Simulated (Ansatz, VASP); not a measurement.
## Two plane-wave programs on SiNi

```
Si Ni
1.0
     3.02662    0.00000    0.00000
     0.00000    3.27350    0.00000
     0.00000    0.00000    4.69776
Si Ni
2 2
Direct
  0.50000 0.50000 0.84230
  0.00000 0.00000 0.15770
  0.50000 0.50000 0.34422
  0.00000 0.00000 0.65578
```

Alike in both runs: task single point; functional PBE; k mesh 12 × 10 × 8; occupations gaussian, width 0.1 eV; no spin polarisation.

|  | VASP | Ansatz |
| --- | --- | --- |
| version | VASP 6.6.1 | Ansatz 0.2.0 |
| potentials or method | VASP PAW PBE potentials, release 64 (Si, Ni), cutoff 520 eV | scalar-relativistic, plane waves, PAW |
| valence electrons in the cell | 28 | 44 |

VASP gave:

```
gap on the k mesh at the Fermi level (eV)                     : none
pressure (GPa)                                                : 1.1
traceless stress, the component that is largest in VASP (GPa) : -0.87
rms of the force components (eV/Å)                            : 0.064
```

**Question.** Which values does Ansatz return?

**Answer.** gap on the k mesh at the Fermi level (eV): none; pressure (GPa): 1.1; traceless stress, the component that is largest in VASP (GPa): -0.81; rms of the force components (eV/Å): 0.065.

Atom by atom the forces differ by 0.004 eV/Å (rms over components). A gap of «none» marks a metal or a gap that the smearing closes. VASP's potentials hold 28 valence electrons a cell and Ansatz's 44, so a difference there can come from the potentials and not from the codes.
